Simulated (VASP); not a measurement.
# BeB3N3 (P6mm) in VASP: notebook

The runs below take BeB3N3 through single point, relaxation of cell and atoms, with PBE.

Everything below comes from runs of VASP 6.6.1. Logs are shortened: lines on timing, memory, paths and dates and some standing lists are left out, and cuts for length are marked.

## (1) The cell of the first run

It takes space group P6mm (No. 183, hexagonal). Conventional cell: a = 4.868 Å, b = 4.868 Å, c = 3.739 Å, α = 90.00°, β = 90.00°, γ = 120.00°. Be (site symmetry 6mm) has 2 B at 1.86 to 1.88 Å within 2.5 Å. Within 2.5 Å of B (site symmetry 6mm) lie 2 Be at 1.86 to 1.88 Å. B (site symmetry 3m) has 3 N at 1.41 Å within 1.9 Å. Within 1.9 Å of N (site symmetry 2mm) lie 2 B at 1.41 Å.

## (2) Single point, PBE

Contents of INCAR:

```
SYSTEM = BeB3N3
  PREC = Accurate
  ENCUT = 520
  EDIFF = 1E-6
  ISMEAR = 0
  SIGMA = 0.1
  LREAL = .False.
  LASPH = .True.
  NELM = 100
  ALGO = Normal
  ISIF = 2
  LWAVE = .False.
  LCHARG = .False.
  GGA = PE
  NBANDS = 22
```

Contents of KPOINTS:

```
Automatic mesh
0
Gamma
  6 6 4
  0 0 0
```

Contents of POSCAR:

```
BeB3N3
1.0
    4.8681626019      0.0000000000      0.0000000000
   -2.4340813010      4.2159524830      0.0000000000
    0.0000000000      0.0000000000      3.7385535742
Be B N
1 3 3
Direct
    0.0000000000      0.0000000000      0.8953439664
    0.0000000000      0.0000000000      0.3980365128
    0.3333333333      0.6666666667      0.6271925460
    0.6666666667      0.3333333333      0.6271925460
    0.5000000000      0.0000000000      0.6286456296
    0.0000000000      0.5000000000      0.6286456296
    0.5000000000      0.5000000000      0.6286456296
```

Potentials or basis: VASP PAW PBE potentials, release 64 (Be, B, N).

Run with:

```bash
$ cat potpaw_PBE.64/Be/POTCAR potpaw_PBE.64/B/POTCAR potpaw_PBE.64/N/POTCAR > POTCAR
$ mpirun -np 1 vasp_std > vasp.out
```

OUTCAR:

```text
SYSTEM = BeB3N3
   PREC = Accurate
   ENCUT = 520
   EDIFF = 1E-6
   ISMEAR = 0
   LREAL = .False.
   LASPH = .True.
   NELM = 100
   ISIF = 2
   GGA = PE

 ion  position               nearest neighbor table
   1  0.000  0.000  0.895-   2 1.86   2 1.88
   2  0.000  0.000  0.398-   1 1.86   1 1.88
   3  0.333  0.667  0.627-   6 1.41   5 1.41   7 1.41
   4  0.667  0.333  0.627-   6 1.41   5 1.41   7 1.41
   5  0.500  0.000  0.629-   3 1.41   4 1.41
   6  0.000  0.500  0.629-   3 1.41   4 1.41
   7  0.500  0.500  0.629-   3 1.41   4 1.41

  LATTYP: Found a hexagonal cell.
 ALAT       =     4.8681626019
 C/A-ratio  =     0.7679598814

  Lattice vectors:

 A1 = (   4.8681626019,   0.0000000000,   0.0000000000)
 A2 = (  -2.4340813010,   4.2159524830,   0.0000000000)
 A3 = (   0.0000000000,   0.0000000000,   3.7385535742)

Analysis of symmetry for initial positions (statically):
=====================================================================
 Subroutine PRICEL returns:
 Original cell was already a primitive cell.

 Routine SETGRP: Setting up the symmetry group for a
 hexagonal supercell.

 Subroutine GETGRP returns: Found 12 space group operations
 (whereof 12 operations were pure point group operations)
 out of a pool of 24 trial point group operations.

The static configuration has the point symmetry C_6v.

Analysis of symmetry for dynamics (positions and initial velocities):
=====================================================================
 Subroutine PRICEL returns:
 Original cell was already a primitive cell.

 Routine SETGRP: Setting up the symmetry group for a
 hexagonal supercell.

 Subroutine GETGRP returns: Found 12 space group operations
 (whereof 12 operations were pure point group operations)
 out of a pool of 24 trial point group operations.

The dynamic configuration has the point symmetry C_6v.

 Subroutine INISYM returns: Found 12 space group operations
 (whereof 12 operations are pure point group operations),
 and found     1 'primitive' translations

----------------------------------------------------------------------------------------

                                     Primitive cell

  volume of cell :      76.7299

  direct lattice vectors                    reciprocal lattice vectors
     4.868162602  0.000000000  0.000000000     0.205416310  0.118597162  0.000000000
    -2.434081301  4.215952483  0.000000000     0.000000000  0.237194324  0.000000000
     0.000000000  0.000000000  3.738553574     0.000000000  0.000000000  0.267483127

  length of vectors
     4.868162602  4.868162602  3.738553574     0.237194324  0.237194324  0.267483127

  position of ions in fractional coordinates (direct lattice)
     0.000000000  0.000000000  0.895343966
     0.000000000  0.000000000  0.398036513
     0.333333333  0.666666667  0.627192546
     0.666666667  0.333333333  0.627192546
     0.500000000  0.000000000  0.628645630
     0.000000000  0.500000000  0.628645630
     0.500000000  0.500000000  0.628645630

  ion indices of the primitive-cell ions
   primitive index   ion index
                 1           1
                 2           2
                 3           3
                 4           4
                 5           5
                 6           6
                 7           7

----------------------------------------------------------------------------------------

 KPOINTS: Automatic mesh

Automatic generation of k-mesh.
 Grid dimensions read from file:
 generate k-points for:    6    6    4

 Generating k-lattice:

  Cartesian coordinates                     Fractional coordinates (reciprocal lattice)
     0.034236052  0.019766194  0.000000000     0.166666667  0.000000000  0.000000000
     0.000000000  0.039532387  0.000000000     0.000000000  0.166666667  0.000000000
     0.000000000  0.000000000  0.066870782     0.000000000  0.000000000  0.250000000

  Length of vectors
     0.039532387  0.039532387  0.066870782

  Shift w.r.t. Gamma in fractional coordinates (k-lattice)
     0.000000000  0.000000000  0.000000000

 Subroutine IBZKPT returns following result:
 ===========================================

 Found     21 irreducible k-points:

 Following reciprocal coordinates:
            Coordinates               Weight
  0.000000  0.000000  0.000000      1.000000
  0.166667 -0.000000  0.000000      6.000000
  0.333333  0.000000  0.000000      6.000000
  0.500000  0.000000  0.000000      3.000000
  0.166667  0.166667  0.000000      6.000000
  0.333333  0.166667  0.000000     12.000000
[... 13 lines left out ...]
  0.333333  0.166667  0.500000     12.000000
  0.333333  0.333333  0.500000      2.000000
   k-points           NKPTS =     21   k-points in BZ     NKDIM =     21   number of bands    NBANDS=     22
   number of dos      NEDOS =    301   number of ions     NIONS =      7
   total plane-waves  NPLWV =  36288
   dimension x,y,z NGX =    36 NGY =   36 NGZ =   28
   dimension x,y,z NGXF=    72 NGYF=   72 NGZF=   56
   ions per type =               1   3   3
   NGX,Y,Z   is equivalent  to a cutoff of  12.29, 12.29, 12.45 a.u.
   NGXF,Y,Z  is equivalent  to a cutoff of  24.59, 24.59, 24.90 a.u.
 SYSTEM =  BeB3N3
   PREC   = accura    normal or accurate (medium, high low for compatibility)
   ISTART =      0    job   : 0-new  1-cont  2-samecut
   ICHARG =      2    charge: 1-file 2-atom 10-const
   ISPIN  =      1    spin polarized calculation?
   LNONCOLLINEAR =      F non collinear calculations
   LSORBIT =      F    spin-orbit coupling
   LASPH  =      T    aspherical Exc in radial PAW
   ENCUT  =  520.0 eV  38.22 Ry    6.18 a.u.   9.05  9.05  6.95*2*pi/ulx,y,z
   NELM   =    100;   NELMIN=  2; NELMDL= -5     # of ELM steps
   EDIFF  = 0.1E-05   stopping-criterion for ELM
   LREAL  =      F    real-space projection
   EDIFFG = 0.1E-04   stopping-criterion for IOM
   NSW    =      0    number of steps for IOM
   IBRION =     -1    ionic relax: 0-MD 1-quasi-New 2-CG
   NFREE  =      0    steps in history (QN), initial steepest desc. (CG)
   ISIF   =      2    stress and relaxation
   ISYM   =      2    0-nonsym 1-usesym 2-fastsym
   POTIM  = 0.5000    time-step for ionic-motion
   TEBEG  =    0.0;   TEEND  =   0.0 temperature during run
   PSTRESS=    0.0 pullay stress
   NELECT =      26.0000    total number of electrons
   NUPDOWN=      -1.0000    fix difference up-down
   EMIN   =  10.00;   EMAX   =-10.00  energy-range for DOS
   EFERMI =   0.00;   METHOD = LEGACY
   ISMEAR =     0;   SIGMA  =   0.10  broadening in eV -4-tet -1-fermi 0-gaus
   EFERMI_NEDOS =   21; number of points for ismear=-14 and -15
   IALGO  =     38    algorithm
   IMIX   =      4    mixing-type and parameters
     AMIX     =   0.40;   BMIX     =  1.00
     AMIX_MAG =   1.60;   BMIX_MAG =  1.00
  volume/ion in A,a.u.               =      10.96        73.97
  Fermi-wavevector in a.u.,A,eV,Ry     =   1.141330  2.156801 17.723407  1.302634
  Thomas-Fermi vector in A             =   2.278030
   LORBIT       =      0    0 simple, 1 ext, 2 COOP (PROOUT), +10 PAW based schemes
   GGA     = PE    functional components
   LHFCALC =     F    Hartree Fock is set to
   AEXX    =    0.0000 exact exchange contribution
   IVDW    =     0    specifies the selected vdW correction
   LEPSILON=     F    determine dielectric tensor
   LRPA    =     F    only Hartree local field effects (RPA)
 non-spin polarized calculation
 Gauss-broadening in eV      SIGMA  =   0.10
  energy-cutoff  :      520.00
  volume of cell :       76.73
 maximum number of plane-waves:      2088
   NGX = 19   NGY = 19   NGZ = 13

 number of electron      26.0000002 magnetization

 Free energy of the ion-electron system (eV)
  ---------------------------------------------------
  ext. energy  EPLUGINS =         0.00000000
  ---------------------------------------------------
  free energy    TOTEN  =       -45.63255875 eV

  energy without entropy =      -45.61993405  energy(sigma->0) =      -45.62624640

 E-fermi :   1.9029     XC(G=0):  -9.4184

 val. band max:        1.8961744832   @ k =   0.5000   0.0000   0.2500
 cond. band min:       1.9297938359   @ k =   0.5000   0.0000   0.5000
 fundamental gap:      0.0336193527
 Fermi energy:         1.9028725086

 k-point     1 :       0.0000    0.0000    0.0000
  band No.  band energies     occupation
      1     -15.4244      2.00000
      2     -12.4588      2.00000
      3     -12.4588      2.00000
      4      -8.2934      2.00000
      5      -5.5423      2.00000
      6      -5.5423      2.00000
[... 14 lines left out ...]
     21      10.0050      0.00000
     22      12.5581      0.00000

 k-point     2 :       0.1667   -0.0000    0.0000
  band No.  band energies     occupation
      1     -15.3044      2.00000
      2     -12.7776      2.00000
      3     -12.4961      2.00000
      4      -7.9439      2.00000
      5      -5.6716      2.00000
      6      -5.3065      2.00000
[... 14 lines left out ...]
     21      10.6815      0.00000
     22      11.5838      0.00000

 k-point     3 :       0.3333    0.0000    0.0000
  band No.  band energies     occupation
      1     -14.9712      2.00000
      2     -13.4375      2.00000
      3     -12.5678      2.00000
      4      -7.3454      2.00000
      5      -5.6383      2.00000
      6      -4.7541      2.00000
[... 14 lines left out ...]
     21      10.5295      0.00000
     22      11.3979      0.00000

 k-point     4 :       0.5000    0.0000    0.0000
  band No.  band energies     occupation
      1     -14.6625      2.00000
      2     -13.8858      2.00000
      3     -12.6023      2.00000
      4      -7.1402      2.00000
      5      -5.2460      2.00000
      6      -4.4090      2.00000
[... 14 lines left out ...]
     21      10.4651      0.00000
     22      11.0146      0.00000

 k-point     5 :       0.1667    0.1667    0.0000
  band No.  band energies     occupation
      1     -15.0745      2.00000
      2     -13.2421      2.00000
      3     -12.5730      2.00000
      4      -7.4237      2.00000
      5      -5.8051      2.00000
      6      -4.8523      2.00000
[... 14 lines left out ...]
     21      11.1260      0.00000
     22      11.1485      0.00000

 k-point     6 :       0.3333    0.1667    0.0000
  band No.  band energies     occupation
      1     -14.6819      2.00000
      2     -13.8297      2.00000
      3     -12.6574      2.00000
      4      -6.8911      2.00000
      5      -5.6804      2.00000
      6      -4.3595      2.00000
[... 14 lines left out ...]
     21      10.9368      0.00000
     22      11.0666      0.00000

 k-point     7 :       0.3333    0.3333    0.0000
  band No.  band energies     occupation
      1     -14.2705      2.00000
      2     -14.2705      2.00000
      3     -12.7302      2.00000
      4      -6.1405      2.00000
      5      -6.1405      2.00000
      6      -4.8067      2.00000
[... 249 lines left out ...]
      6      -4.6891      2.00000
[... 14 lines left out ...]
     21      11.9806      0.00000
     22      13.0675      0.00000

 k-point    18 :       0.5000    0.0000    0.5000
  band No.  band energies     occupation
      1     -14.5529      2.00000
      2     -13.7858      2.00000
      3     -12.5350      2.00000
      4      -7.0143      2.00000
      5      -5.2014      2.00000
      6      -4.3769      2.00000
[... 14 lines left out ...]
     21      11.9823      0.00000
     22      13.1428      0.00000

 k-point    19 :       0.1667    0.1667    0.5000
  band No.  band energies     occupation
      1     -14.9537      2.00000
      2     -13.1613      2.00000
      3     -12.5065      2.00000
      4      -7.3396      2.00000
      5      -5.6285      2.00000
      6      -4.7763      2.00000
[... 14 lines left out ...]
     21      12.0334      0.00000
     22      13.2135      0.00000

 k-point    20 :       0.3333    0.1667    0.5000
  band No.  band energies     occupation
      1     -14.5707      2.00000
      2     -13.7346      2.00000
      3     -12.5845      2.00000
      4      -6.7959      2.00000
      5      -5.5731      2.00000
      6      -4.2652      2.00000
[... 14 lines left out ...]
     21      11.9900      0.00000
     22      13.5625      0.00000

 k-point    21 :       0.3333    0.3333    0.5000
  band No.  band energies     occupation
      1     -14.1681      2.00000
      2     -14.1681      2.00000
      3     -12.6507      2.00000
      4      -6.0771      2.00000
      5      -6.0771      2.00000
      6      -4.3277      2.00000
[... 14 lines left out ...]
     21      12.0264      0.00000
     22      14.5149      0.00000

------------------------ aborting loop because EDIFF is reached ----------------------------------------

  FORCE on cell =-STRESS in cart. coord.  units (eV):
  Direction    XX          YY          ZZ          XY          YZ          ZX
  --------------------------------------------------------------------------------------
  -------------------------------------------------------------------------------------
  Total       -0.0333407     -0.0333407     -0.0560304      0.0000000      0.0000000      0.0000000
  in kB       -0.6961800     -0.6961800     -1.1699569      0.0000000      0.0000000      0.0000000
  external PRESSURE =      -0.8541056 kB  Pullay stress =       0.0000000 kB

 VOLUME and BASIS-vectors are now :
 -----------------------------------------------------------------------------
  energy-cutoff  :      520.00
  volume of cell :       76.73
      direct lattice vectors                 reciprocal lattice vectors
     4.868162602  0.000000000  0.000000000     0.205416310  0.118597162  0.000000000
    -2.434081301  4.215952483  0.000000000     0.000000000  0.237194324  0.000000000
     0.000000000  0.000000000  3.738553574     0.000000000  0.000000000  0.267483127

 POSITION                                       TOTAL-FORCE (eV/Angst)
 -----------------------------------------------------------------------------------
      0.00000      0.00000      3.34729         0.000000      0.000000     -0.003779
      0.00000      0.00000      1.48808         0.000000     -0.000000      0.004579
     -0.00000      2.81063      2.34479        -0.000000     -0.000000     -0.006575
      2.43408      1.40532      2.34479        -0.000000     -0.000000     -0.006575
      2.43408      0.00000      2.35023         0.000000      0.000000      0.004116
     -1.21704      2.10798      2.35023         0.000000     -0.000000      0.004116
      1.21704      2.10798      2.35023         0.000000     -0.000000      0.004116
 -----------------------------------------------------------------------------------
    total drift:                               -0.000000     -0.000000     -0.000791

  FREE ENERGIE OF THE ION-ELECTRON SYSTEM (eV)
  ---------------------------------------------------
  free  energy   TOTEN  =       -45.6325587536 eV

  energy  without entropy=      -45.6199340521  energy(sigma->0) =      -45.62624640
```

It took 26 s on 1 thread of Intel Xeon 6975P-C (Granite Rapids), shared host; peak memory 0.19 GiB.

Results:

```yaml
Free_energy: -45.6326 eV
Pressure: -0.1 GPa
Largest_force: 0.007 eV/Å
```

Forces in eV/Å, atoms in the order of the input:
```
Be   0.000  0.000 -0.004
B    0.000  0.000  0.005
B    0.000  0.000 -0.007
B    0.000  0.000 -0.007
N    0.000  0.000  0.004
N    0.000  0.000  0.004
N    0.000  0.000  0.004
```

Levels at points of the mesh, in eV from the Fermi level:
```
           k point  band 9  band 10  band 11  band 12  band 13  band 14  band 15  band 16  band 17  band 18
(0.00, 0.00, 0.00)   -2.32    -2.32    -1.19    -0.43    -0.43     1.09     3.56     3.73     3.73     5.74
(0.50, 0.00, 0.00)   -3.00    -2.53    -1.80    -0.54    -0.04     0.08     1.06     3.11     5.93     6.84
(0.00, 0.00, 0.50)   -1.98    -1.98    -1.60    -1.03    -1.03     1.11     2.18     2.72     2.72     6.90
(0.50, 0.00, 0.50)   -4.10    -2.63    -2.29    -1.37     0.03     0.19     2.89     3.40     5.43     5.43
```

Caveat: the k points lie up to 0.42 Å⁻¹ apart.

## (3) Relaxation of cell and atoms, PBE

This run uses another cell than the first one, of 7.56 Å³/atom, 0.690 times its volume.

Contents of INCAR:

```
SYSTEM = BeB3N3
ALGO = Normal ; EDIFF = 1E-7
EDIFFG = -0.04 ; ENCUT = 600
GGA = PE ; IBRION = 2
ISIF = 3 ; ISMEAR = 0
LASPH = .TRUE. ; LCHARG = .FALSE.
LREAL = .FALSE. ; LWAVE = .FALSE.
NELM = 100 ; NSW = 90
PREC = Accurate ; SIGMA = 0.1
```

Contents of KPOINTS:

```
k-points
0
G
  6 6 4
  0 0 0
```

Contents of POSCAR:

```
BeB3N3
1.0
    3.7635725800      0.0000000000      0.0000000000
   -1.8817862900      3.2593494600      0.0000000000
    0.0000000000      0.0000000000      4.3155117200
Be B N
1 3 3
Direct
    0.0000000000      0.0000000000      0.7902667300
    0.0000000000      0.0000000000      0.2020929800
    0.3333333300      0.6666666700      0.8110351800
    0.6666666700      0.3333333300      0.8110351800
    0.5000000000      0.0000000000      0.6064241300
    0.0000000000      0.5000000000      0.6064241300
    0.5000000000      0.5000000000      0.6064241300
```

Potentials or basis: VASP PAW PBE potentials, release 64 (Be, B, N).

Run with:

```bash
$ cat potpaw_PBE.64/Be/POTCAR potpaw_PBE.64/B/POTCAR potpaw_PBE.64/N/POTCAR > POTCAR
$ mpirun -np 1 vasp_std > vasp.out
```

Run time: 11 min. Hardware: 1 thread of Intel Xeon 6975P-C (Granite Rapids), shared host; peak memory 0.19 GiB.

Results (log left out):

```yaml
Free_energy: -45.4471 eV
Relaxed_volume: 10.82 Å³/atom
Relaxed_cell: a = 4.844 Å, b = 4.844 Å, c = 3.727 Å, α = 90.00°, β = 90.00°, γ = 120.00°
Space_group_after_relaxing_to_0.05_Å: P6mm (No. 183)
Energy_gained_by_relaxing: 1996.2 meV/atom
Ionic_steps: 45
Pressure_after_relaxing: 0.0 GPa
Largest_force_after_relaxing: 0.037 eV/Å
```

Forces in eV/Å, atoms in the order of the input:
```
Be   0.000  0.000  0.024
B    0.000  0.000 -0.037
B    0.000  0.000 -0.014
B    0.000  0.000 -0.014
N    0.000  0.000  0.014
N    0.000  0.000  0.014
N    0.000  0.000  0.014
```

Stress tensor (GPa, compression positive):
```
0.00 0.00 0.00
0.00 0.00 0.00
0.00 0.00 0.14
```

The path:
```csv
step,energy change (eV),largest force (eV/Å),pressure (GPa),volume (Å³)
1,0.0000,4.1479,75.82,52.94
3,-3.6603,3.4846,-0.62,66.17
5,-9.6253,8.3225,-24.00,82.52
7,-11.7121,3.4313,-19.52,80.09
9,-13.0648,3.5228,-6.21,74.58
11,-13.5345,2.6226,8.44,71.13
13,-13.7352,0.1664,4.64,73.01
15,-13.8008,0.2796,-0.08,76.42
17,-13.8028,0.1357,0.09,76.47
19,-13.8038,0.1342,0.09,76.51
21,-13.8082,0.1522,-0.09,76.81
23,-13.8114,0.1616,-0.28,76.86
25,-13.8254,0.2033,-1.18,77.11
27,-13.8664,0.3592,-4.72,78.11
29,-13.8677,0.4004,-5.61,78.38
31,-13.8702,0.4062,-5.66,78.37
33,-13.8782,0.4300,-5.85,78.37
35,-13.8896,0.4543,-5.69,78.21
37,-13.9412,0.3813,-2.36,76.86
39,-13.9519,0.3329,0.08,75.94
41,-13.9618,0.2498,-0.01,75.90
43,-13.9716,0.1434,-0.08,75.79
45,-13.9732,0.0374,0.05,75.72
```

Final structure:
```xyz
7
Lattice="4.8435 0.0000 0.0000 -2.4218 4.1946 0.0000 0.0000 0.0000 3.7271" Properties=species:S:1:pos:R:3 pbc="T T T"
Be    0.0000    0.0000    3.3456
B     0.0000    0.0000    1.4923
B     0.0000    2.7964    2.3349
B     2.4218    1.3982    2.3349
N     2.4218    0.0000    2.3390
N    -1.2109    2.0973    2.3390
N     1.2109    2.0973    2.3390
```

Levels at points of the mesh, in eV from the Fermi level:
```
           k point  band 11  band 12  band 13  band 14  band 15  band 16
(0.00, 0.00, 0.00)    -1.22    -0.49    -0.49     1.11     3.54     3.77
(0.50, 0.00, 0.00)    -1.82    -0.60    -0.05     0.09     1.04     3.14
(0.00, 0.00, 0.50)    -1.61    -1.09    -1.09     1.14     2.15     2.73
(0.50, 0.00, 0.50)    -2.31    -1.43     0.02     0.20     2.89     3.43
```

Caveat: the k points lie up to 0.42 Å⁻¹ apart in the final cell; the volume moved by over 15 % at a fixed basis, so the end points are rough.
